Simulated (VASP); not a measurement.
Runs of VASP 6.6.1 on YHf2O2. The structure is that of space group R-3m (No. 166), or close to it. The cells are those of the table. 

```csv
task,cell,k mesh,cutoff (eV),gap on the mesh (eV),pressure (GPa),largest force (eV/Å)
relaxation of cell and atoms,"relaxed from a = 4.742 Å, angles 64.5°, 5 atoms",6 × 6 × 6,600,none,0.0,0.04
single point,"a = 4.742 Å, angles 64.5°, 5 atoms",6 × 6 × 6,520,none,(a),15.48
single point,"a = 5.507 Å, angles 63.9°, 5 atoms",6 × 6 × 6,520,none,-0.2,(b)
single point,"a = 5.516 Å, angles 63.8°, 5 atoms",12 × 12 × 12,520,none,-0.3,0.10
```

Alike in all rows: level PBE; potentials or basis VASP PAW PBE potentials, release 64 (Y_sv, Hf_pv, O); no spin polarisation; smearing gaussian 0.1 eV.

Q: Estimate the missing entries.

A: (a) 46.6; (b) 0.12.

Caveats: spin-orbit coupling is left out, which moves the levels of the heavy elements; an odd number of electrons without spin polarisation forces a metal; a magnetic or distorted state may lie lower.

A k mesh can miss the band edges, and the runs leave out spin-orbit coupling on Hf, Y.

A gap of «none» marks levels without a gap at the run's occupations.
